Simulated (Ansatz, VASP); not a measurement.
**Fe: VASP beside Ansatz**

```
CELL_PARAMETERS angstrom
2.45028 0.00000 0.00000
-1.22514 2.12200 0.00000
0.00000 0.00000 3.86738
ATOMIC_POSITIONS crystal
Fe 0.33333 0.66667 0.25000
Fe 0.66667 0.33333 0.75000
```

Change from the starting cell: volume scaled by 1.02.

Alike in both runs: task single point; functional PBEsol; k mesh 17 × 17 × 10; occupations fermi-dirac, width 0.08 eV; no spin polarisation.

```csv
,VASP,Ansatz
version,VASP 6.6.1,Ansatz 0.2.0
potentials or method,"VASP PAW PBE potentials, release 64 (Fe), cutoff 520 eV","all-electron LAPW, scalar-relativistic"
```

VASP gave:

* pressure (GPa): -7.6
* traceless stress, the component that is largest in VASP (GPa): 0.31

Which values does Ansatz return?

Pressure (GPa): -7.3; traceless stress, the component that is largest in VASP (GPa): 0.40.

VASP's potentials were made for PBE, not for PBEsol. Ansatz ran all-electron here, and VASP with PAW potentials.
